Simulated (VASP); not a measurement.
# Ba (Im-3m) in VASP: a series of runs

The runs below take Ba through single point, with LDA.

Program: VASP 6.6.1. These are calculated values, not measurements. Logs are shortened: lines on timing, memory, paths and dates and some standing lists are left out, and cuts for length are marked.

### 1 The cell of the first run

The structure is cubic, space group Im-3m (No. 229). The conventional cell has a = 4.758 Å, b = 4.758 Å, c = 4.758 Å, α = 90.00°, β = 90.00°, γ = 90.00°. Ba (site symmetry m-3m) has 14 Ba at 4.12 to 4.76 Å within 5.4 Å.

### 2 Single point, LDA

The input, INCAR:

```
SYSTEM = Ba
ALGO = Normal ; EDIFF = 1E-6
ENCUT = 520 ; GGA = CA
ISIF = 2 ; ISMEAR = 0
LASPH = .TRUE. ; LCHARG = .TRUE.
LELF = .TRUE. ; LREAL = .FALSE.
LVHAR = .TRUE. ; LWAVE = .FALSE.
NBANDS = 11 ; NELM = 60
PREC = Accurate ; SIGMA = 1.0
```

The input, KPOINTS:

```
k-points
0
G
  9 9 9
  0 0 0
```

The input, POSCAR:

```
Ba
1.0
   -2.3789385306      2.3789385306      2.3789385306
    2.3789385306     -2.3789385306      2.3789385306
    2.3789385306      2.3789385306     -2.3789385306
Ba
1
Direct
    0.0000000000      0.0000000000      0.0000000000
```

Potentials or basis: VASP PAW LDA potentials, release 64 (Ba_sv).

Run with:

```
cat potpaw_LDA.64/Ba_sv/POTCAR > POTCAR
mpirun -np 1 vasp_std > vasp.out
```

OUTCAR:

```text
SYSTEM = Ba
   EDIFF = 1E-6
   ENCUT = 520
   GGA = CA
   ISIF = 2
   ISMEAR = 0
   LASPH = .TRUE.
   LREAL = .FALSE.
   NELM = 60
   PREC = Accurate

 ion  position               nearest neighbor table
   1  0.000  0.000  0.000-

  LATTYP: Found a body centered cubic cell.
 ALAT       =     4.7578770612

  Lattice vectors:

 A1 = (  -2.3789385306,   2.3789385306,   2.3789385306)
 A2 = (   2.3789385306,  -2.3789385306,   2.3789385306)
 A3 = (   2.3789385306,   2.3789385306,  -2.3789385306)

Analysis of symmetry for initial positions (statically):
=====================================================================
 Subroutine PRICEL returns:
 Original cell was already a primitive cell.

 Routine SETGRP: Setting up the symmetry group for a
 body centered cubic supercell.

 Subroutine GETGRP returns: Found 48 space group operations
 (whereof 48 operations were pure point group operations)
 out of a pool of 48 trial point group operations.

The static configuration has the point symmetry O_h .

Analysis of symmetry for dynamics (positions and initial velocities):
=====================================================================
 Subroutine PRICEL returns:
 Original cell was already a primitive cell.

 Routine SETGRP: Setting up the symmetry group for a
 body centered cubic supercell.

 Subroutine GETGRP returns: Found 48 space group operations
 (whereof 48 operations were pure point group operations)
 out of a pool of 48 trial point group operations.

The dynamic configuration has the point symmetry O_h .

 Subroutine INISYM returns: Found 48 space group operations
 (whereof 48 operations are pure point group operations),
 and found     1 'primitive' translations

----------------------------------------------------------------------------------------

                                     Primitive cell

  volume of cell :      53.8530

  direct lattice vectors                    reciprocal lattice vectors
    -2.378938531  2.378938531  2.378938531     0.000000000  0.210177772  0.210177772
     2.378938531 -2.378938531  2.378938531     0.210177772  0.000000000  0.210177772
     2.378938531  2.378938531 -2.378938531     0.210177772  0.210177772  0.000000000

  length of vectors
     4.120442403  4.120442403  4.120442403     0.297236256  0.297236256  0.297236256

  position of ions in fractional coordinates (direct lattice)
     0.000000000  0.000000000  0.000000000

  ion indices of the primitive-cell ions
   primitive index   ion index
                 1           1

----------------------------------------------------------------------------------------

 KPOINTS: k-points

Automatic generation of k-mesh.
 Grid dimensions read from file:
 generate k-points for:    9    9    9

 Generating k-lattice:

  Cartesian coordinates                     Fractional coordinates (reciprocal lattice)
     0.000000000  0.023353086  0.023353086     0.111111111  0.000000000  0.000000000
     0.023353086  0.000000000  0.023353086     0.000000000  0.111111111  0.000000000
     0.023353086  0.023353086  0.000000000     0.000000000  0.000000000  0.111111111

  Length of vectors
     0.033026251  0.033026251  0.033026251

  Shift w.r.t. Gamma in fractional coordinates (k-lattice)
     0.000000000  0.000000000  0.000000000

 Subroutine IBZKPT returns following result:
 ===========================================

 Found     35 irreducible k-points:

 Following reciprocal coordinates:
            Coordinates               Weight
  0.000000  0.000000  0.000000      1.000000
  0.111111  0.000000  0.000000     12.000000
  0.222222  0.000000  0.000000     12.000000
  0.333333  0.000000  0.000000     12.000000
  0.444444  0.000000  0.000000     12.000000
  0.111111  0.111111  0.000000     24.000000
[... 16 lines left out ...]
 -0.333333  0.444444  0.111111     48.000000
 -0.444444 -0.444444  0.111111     24.000000
 [... further k-points ...]
   k-points           NKPTS =     35   k-points in BZ     NKDIM =     35   number of bands    NBANDS=     11
   number of dos      NEDOS =    301   number of ions     NIONS =      1
   total plane-waves  NPLWV =  32768
   dimension x,y,z NGX =    32 NGY =   32 NGZ =   32
   dimension x,y,z NGXF=    64 NGYF=   64 NGZF=   64
   ions per type =               1
   NGX,Y,Z   is equivalent  to a cutoff of  12.91, 12.91, 12.91 a.u.
   NGXF,Y,Z  is equivalent  to a cutoff of  25.82, 25.82, 25.82 a.u.
 SYSTEM =  Ba
   PREC   = accura    normal or accurate (medium, high low for compatibility)
   ISTART =      0    job   : 0-new  1-cont  2-samecut
   ICHARG =      2    charge: 1-file 2-atom 10-const
   ISPIN  =      1    spin polarized calculation?
   LNONCOLLINEAR =      F non collinear calculations
   LSORBIT =      F    spin-orbit coupling
   LASPH  =      T    aspherical Exc in radial PAW
   ENCUT  =  520.0 eV  38.22 Ry    6.18 a.u.   7.66  7.66  7.66*2*pi/ulx,y,z
   NELM   =     60;   NELMIN=  2; NELMDL= -5     # of ELM steps
   EDIFF  = 0.1E-05   stopping-criterion for ELM
   LREAL  =      F    real-space projection
   EDIFFG = 0.1E-04   stopping-criterion for IOM
   NSW    =      0    number of steps for IOM
   IBRION =     -1    ionic relax: 0-MD 1-quasi-New 2-CG
   NFREE  =      0    steps in history (QN), initial steepest desc. (CG)
   ISIF   =      2    stress and relaxation
   ISYM   =      2    0-nonsym 1-usesym 2-fastsym
   POTIM  = 0.5000    time-step for ionic-motion
   TEBEG  =    0.0;   TEEND  =   0.0 temperature during run
   PSTRESS=    0.0 pullay stress
   NELECT =      10.0000    total number of electrons
   NUPDOWN=      -1.0000    fix difference up-down
   EMIN   =  10.00;   EMAX   =-10.00  energy-range for DOS
   EFERMI =   0.00;   METHOD = LEGACY
   ISMEAR =     0;   SIGMA  =   1.00  broadening in eV -4-tet -1-fermi 0-gaus
   EFERMI_NEDOS =   21; number of points for ismear=-14 and -15
   IALGO  =     38    algorithm
   IMIX   =      4    mixing-type and parameters
     AMIX     =   0.40;   BMIX     =  1.00
     AMIX_MAG =   1.60;   BMIX_MAG =  1.00
  volume/ion in A,a.u.               =      53.85       363.42
  Fermi-wavevector in a.u.,A,eV,Ry     =   0.933982  1.764969 11.868654  0.872321
  Thomas-Fermi vector in A             =   2.060739
   LORBIT       =      0    0 simple, 1 ext, 2 COOP (PROOUT), +10 PAW based schemes
   GGA     = CA    functional components
   LHFCALC =     F    Hartree Fock is set to
   AEXX    =    0.0000 exact exchange contribution
   IVDW    =     0    specifies the selected vdW correction
   LEPSILON=     F    determine dielectric tensor
   LRPA    =     F    only Hartree local field effects (RPA)
 non-spin polarized calculation
 Gauss-broadening in eV      SIGMA  =   1.00
  energy-cutoff  :      520.00
  volume of cell :       53.85
 maximum number of plane-waves:      1481
   NGX = 15   NGY = 15   NGZ = 15

 number of electron      10.0000000 magnetization

 number of electron       9.9999999 magnetization

 Free energy of the ion-electron system (eV)
  ---------------------------------------------------
  ext. energy  EPLUGINS =         0.00000000
  ---------------------------------------------------
  free energy    TOTEN  =        -2.63142489 eV

  energy without entropy =       -1.81979769  energy(sigma->0) =       -2.22561129

 E-fermi :   1.9599     XC(G=0):  -8.1304

 val. band max:        1.8980270407   @ k =  -0.3333   0.4444   0.2222
 cond. band min:       1.9801841846   @ k =   0.2222   0.2222   0.1111
 fundamental gap:      0.0821571438
 Fermi energy:         1.9598514927

 k-point     1 :       0.0000    0.0000    0.0000
  band No.  band energies     occupation
      1     -26.5300      2.00000
      2     -11.3770      2.00000
      3     -11.3770      2.00000
      4     -11.3770      2.00000
      5      -0.8205      1.99992
      6       3.9340      0.00524
      7       3.9340      0.00524
      8       3.9340      0.00524
      9       5.6245      0.00000
     10       5.6245      0.00000
     11       9.4130      0.00000

 k-point     2 :       0.1111    0.0000    0.0000
  band No.  band energies     occupation
      1     -26.5199      2.00000
      2     -11.4766      2.00000
      3     -11.4065      2.00000
      4     -11.3780      2.00000
      5      -0.5418      1.99960
      6       3.7166      0.01298
      7       3.8090      0.00892
      8       4.2204      0.00139
      9       5.3064      0.00000
     10       5.6026      0.00000
     11       9.7278      0.00000

 k-point     3 :       0.2222    0.0000    0.0000
  band No.  band energies     occupation
      1     -26.4942      2.00000
      2     -11.7162      2.00000
      3     -11.4796      2.00000
      4     -11.3804      2.00000
      5       0.1546      1.98932
      6       3.2658      0.06476
      7       3.3579      0.04803
      8       5.0517      0.00001
      9       5.2658      0.00000
     10       5.6399      0.00000
     11      10.1011      0.00000

 k-point     4 :       0.3333    0.0000    0.0000
  band No.  band energies     occupation
      1     -26.4648      2.00000
      2     -11.9699      2.00000
      3     -11.5604      2.00000
      4     -11.3834      2.00000
      5       0.7999      1.89907
      6       2.8587      0.20365
      7       3.2139      0.07615
      8       5.5716      0.00000
      9       5.8677      0.00000
     10       6.3364      0.00000
     11       9.2695      0.00000
[... 239 lines left out ...]
 k-point    22 :      -0.4444    0.4444    0.1111
  band No.  band energies     occupation
      1     -26.4380      2.00000
      2     -12.1000      2.00000
      3     -11.6465      2.00000
      4     -11.4509      2.00000
      5       1.2107      1.71061
      6       2.9156      0.17650
      7       3.2419      0.06982
      8       4.8839      0.00004
      9       6.5810      0.00000
     10       7.6769      0.00000
     11       9.2907      0.00000

 k-point    23 :      -0.3333    0.4444    0.1111
  band No.  band energies     occupation
      1     -26.4366      2.00000
      2     -12.0119      2.00000
      3     -11.7005      2.00000
      4     -11.5008      2.00000
      5       1.5518      1.43607
      6       2.5684      0.38942
      7       3.2631      0.06532
      8       4.7699      0.00007
      9       6.1350      0.00000
     10       7.3342      0.00000
     11       9.4918      0.00000

 k-point    24 :      -0.4444   -0.4444    0.1111
  band No.  band energies     occupation
      1     -26.4275      2.00000
      2     -12.0672      2.00000
      3     -11.7395      2.00000
      4     -11.5004      2.00000
      5       1.5869      1.40214
      6       2.8741      0.19602
      7       2.9660      0.15475
      8       4.7355      0.00009
      9       6.6408      0.00000
     10       8.3952      0.00000
     11       8.8608      0.00000

 [... further k-points ...]
[... 5 lines left out ...]
  --------------------------------------------------------------------------------------
  -------------------------------------------------------------------------------------
  Total        0.1966581      0.1966581      0.1966581      0.0000000     -0.0000000      0.0000000
  in kB        5.8507659      5.8507659      5.8507659      0.0000000     -0.0000000      0.0000000
  external PRESSURE =       5.8507659 kB  Pullay stress =       0.0000000 kB

 VOLUME and BASIS-vectors are now :
 -----------------------------------------------------------------------------
  energy-cutoff  :      520.00
  volume of cell :       53.85
      direct lattice vectors                 reciprocal lattice vectors
    -2.378938531  2.378938531  2.378938531     0.000000000  0.210177772  0.210177772
     2.378938531 -2.378938531  2.378938531     0.210177772  0.000000000  0.210177772
     2.378938531  2.378938531 -2.378938531     0.210177772  0.210177772  0.000000000

 POSITION                                       TOTAL-FORCE (eV/Angst)
 -----------------------------------------------------------------------------------
      0.00000      0.00000      0.00000        -0.000000      0.000000     -0.000000
 -----------------------------------------------------------------------------------
    total drift:                               -0.000000      0.000000      0.000000

  FREE ENERGIE OF THE ION-ELECTRON SYSTEM (eV)
  ---------------------------------------------------
  free  energy   TOTEN  =        -2.6314248862 eV

  energy  without entropy=       -1.8197976948  energy(sigma->0) =       -2.22561129
```

Run time: 11 s. Hardware: 1 thread of Intel Xeon Platinum 8259CL at 2.50GHz (Skylake/Cascade Lake), shared host; peak memory 0.16 GiB.

Results:

* Free energy: -2.6314 eV
* Pressure: 0.6 GPa
* Band gap on the k mesh: zero (band 5 reaches 2.59 eV, above the bottom of band 6 at 1.33 eV)

Caveat: spin-orbit coupling is left out, which moves the levels of the heavy elements.

### 3 Single point, LDA

The input, INCAR:

```
SYSTEM = Ba
ALGO = Normal ; EDIFF = 1E-6
ENCUT = 520 ; GGA = CA
ISIF = 2 ; ISMEAR = 1
LASPH = .TRUE. ; LCHARG = .FALSE.
LREAL = .FALSE. ; LWAVE = .FALSE.
NBANDS = 11 ; NELM = 80
PREC = Accurate ; SIGMA = 0.01
```

KPOINTS is that of step 2.

POSCAR is that of step 2.

Potentials or basis: VASP PAW LDA potentials, release 64 (Ba_sv).

Run with:

```
cat potpaw_LDA.64/Ba_sv/POTCAR > POTCAR
mpirun -np 1 vasp_std > vasp.out
```

Wall time 10 s (1 thread of Intel Xeon Platinum 8259CL at 2.50GHz (Skylake/Cascade Lake), shared host); peak memory 0.15 GiB.

It converged, with:

* Free energy: -2.2469 eV
* Pressure: 0.1 GPa
* Band gap on the k mesh: zero (band 5 reaches 2.57 eV, above the bottom of band 6 at 1.31 eV)

Levels at points of the mesh, in eV from the Fermi level:
```
           k point  band 1  band 2  band 3  band 4  band 5  band 6  band 7  band 8  band 9  band 10
(0.00, 0.00, 0.00)  -28.59  -13.42  -13.42  -13.42   -2.81    1.92    1.92    1.92    3.61     3.61
```

Caveat: spin-orbit coupling is left out, which moves the levels of the heavy elements.
